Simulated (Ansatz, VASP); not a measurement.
## MgO: VASP beside Ansatz

File INCAR:

```
SYSTEM = MgO
ALGO = Normal ; EDIFF = 1E-6
ENCUT = 520 ; GGA = PS
ISIF = 2 ; ISMEAR = 0
LASPH = .True. ; LCHARG = .False.
LREAL = .False. ; LWAVE = .False.
NBANDS = 16 ; NELM = 80
PREC = Accurate ; SIGMA = 0.05
```

Contents of KPOINTS:

```
k-points
0
Gamma
  9 9 6
  0 0 0
```

File POSCAR:

```
MgO
1.0
    3.1878000000      0.0000000000      0.0000000000
   -1.5939000000      2.7607157822      0.0000000000
    0.0000000000      0.0000000000      4.8186000000
Mg O
2 2
Direct
    0.3333333333      0.6666666667      0.0036583380
    0.6666666667      0.3333333333      0.5036583380
    0.3333333333      0.6666666667      0.4009416620
    0.6666666667      0.3333333333      0.9009416620
```

Input for Ansatz:

```yaml
crystal:
  lattice:
    - [3.1878, 0.0, 0.0]
    - [-1.5939, 2.7607157822, 0.0]
    - [0.0, 0.0, 4.8186]
  atoms:
    - { symbol: Mg, position: [0.3333333333, 0.6666666667, 0.003658338] }
    - { symbol: Mg, position: [0.6666666667, 0.3333333333, 0.503658338] }
    - { symbol: O, position: [0.3333333333, 0.6666666667, 0.400941662] }
    - { symbol: O, position: [0.6666666667, 0.3333333333, 0.900941662] }
basis:
  ecutwfc: 520.0
kpoints:
  mp_grid: { grid: [9, 9, 6] }
hamiltonian:
  xc: pbesol
  pseudopotentials: { kind: paw, azcp: { folder: soft_1 } }
scf:
  occupations: { method: gaussian, width: 0.05 }
output:
  forces: true
  stress: true
  eigenvalues: true
```

Alike in both runs: task single point; functional PBEsol; k mesh 9 × 9 × 6; occupations gaussian, width 0.05 eV; no spin polarisation.

|  | VASP | Ansatz |
| --- | --- | --- |
| version | VASP 6.6.1 | Ansatz 0.2.0 |
| potentials or method | VASP PAW PBE potentials, release 64 (Mg, O), cutoff 520 eV | scalar-relativistic, plane waves, PAW |
| valence electrons in the cell | 16 | 32 |

Ansatz gave:

| Quantity | Value |
| --- | --- |
| gap on the k mesh at the Fermi level (eV) | 3.98 |
| least direct gap on the mesh (eV) | 3.98 |
| pressure (GPa) | 16.8 |
| traceless stress, the component that is largest in VASP (GPa) | -0.63 |
| rms of the force components (eV/Å) | 0.111 |

Question: What did VASP give for the same quantities?

Answer: gap on the k mesh at the Fermi level (eV): 3.98; least direct gap on the mesh (eV): 3.98; pressure (GPa): 16.8; traceless stress, the component that is largest in VASP (GPa): -0.63; rms of the force components (eV/Å): 0.112.

VASP's potentials were made for PBE, not for PBEsol, and Ansatz warns of the same on its side. Atom by atom the forces differ by 0.001 eV/Å (rms over components). The functional is the same, so the differences come from potentials, cutoffs and numerics. VASP's potentials hold 16 valence electrons a cell and Ansatz's 32, so a difference there can come from the potentials and not from the codes.
